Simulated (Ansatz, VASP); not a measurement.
This is a calculation of PbO2 for Ansatz 0.2.0.

Contents of input.yaml:

```yaml
crystal:
  lattice:
    - [0.0, 2.701992, 2.701992]
    - [2.701992, 0.0, 2.701992]
    - [2.701992, 2.701992, 0.0]
  atoms:
    - { symbol: Pb, position: [0.0, 0.0, 0.0] }
    - { symbol: O, position: [0.75, 0.75, 0.75] }
    - { symbol: O, position: [0.25, 0.25, 0.25] }
hamiltonian:
  xc: r2scanh
  pseudopotentials: { kind: paw }
kpoints:
  mp_grid: { grid: [5, 5, 5] }
scf:
  occupations: { method: fermi_dirac, width: 0.05 }
output:
  forces: true
  stress: true
  eigenvalues: true
```

Potentials or basis: Ansatz PAW.

Launch:

```sh
$ ansatz run input.yaml --threads 2 --pin off --max-ram 5632MiB --backend cpu --events-out ev --progress --plain --runs-dir out
```

Set up the same calculation for VASP 6.6.1. Potentials there: VASP PAW PBE potentials, release 64 (Pb_d, O).

As run (the cutoff follows the program's own potentials):

Contents of POSCAR:

```
PbO2
1.0
    0.0000000000      2.7019920000      2.7019920000
    2.7019920000      0.0000000000      2.7019920000
    2.7019920000      2.7019920000      0.0000000000
Pb O
1 2
Direct
    0.0000000000      0.0000000000      0.0000000000
    0.7500000000      0.7500000000      0.7500000000
    0.2500000000      0.2500000000      0.2500000000
```

The input INCAR.step1:

```
PREC     = Accurate       # precision mode
ENCUT    = 520            # plane-wave cutoff, eV
EDIFF    = 1E-5           # SCF threshold, eV
ISMEAR   = -1             # smearing method
SIGMA    = 0.05           # smearing width, eV
LREAL    = False          # projectors in reciprocal space
LASPH    = True           # aspherical terms in the spheres
NELM     = 100            # most SCF steps
ALGO     = Normal         # electronic algorithm
ISIF     = 2              # what is computed and relaxed
LWAVE    = True           # write WAVECAR
LCHARG   = False          # write CHGCAR
NBANDS   = 20             # bands
GGA      = PE             # functional
```

INCAR.step2

```
PREC     = Accurate       # precision mode
ENCUT    = 520            # plane-wave cutoff, eV
EDIFF    = 1E-7           # SCF threshold, eV
ISMEAR   = -1             # smearing method
SIGMA    = 0.05           # smearing width, eV
LREAL    = False          # projectors in reciprocal space
LASPH    = True           # aspherical terms in the spheres
NELM     = 100            # most SCF steps
ALGO     = Normal         # electronic algorithm
ISIF     = 2              # what is computed and relaxed
LWAVE    = False          # write WAVECAR
LCHARG   = False          # write CHGCAR
METAGGA  = R2SCAN         # meta-GGA
LHFCALC  = True           # exact exchange
AEXX     = 0.1            # exact-exchange fraction
LMIXTAU  = True         
PRECFOCK = Normal       
NBANDS   = 20             # bands
ISTART   = 1
```

Contents of KPOINTS:

```
regular mesh
0
Gamma
  5 5 5
```

Potentials or basis: VASP PAW PBE potentials, release 64 (Pb_d, O).

Command:

```sh
$ cat potpaw_PBE.64/Pb_d/POTCAR potpaw_PBE.64/O/POTCAR > POTCAR
$ cp INCAR.step1 INCAR
$ mpirun -np 1 vasp_std > vasp.out
$ cp INCAR.step2 INCAR
$ mpirun -np 1 vasp_std > vasp.out
```

Both were run:

|  | VASP | Ansatz | Ansatz less VASP |
| --- | --- | --- | --- |
| gap on the k mesh at the Fermi level (eV) | none | none | - |
| pressure (GPa) | -9.7 | -10.5 | -0.85 |

VASP's potentials were made for PBE, not for r2SCANh. A gap of «none» marks a metal or a gap that the smearing closes.

The k mesh is coarse, so the values compare programs but aren't converged. Spin-orbit coupling is off throughout.
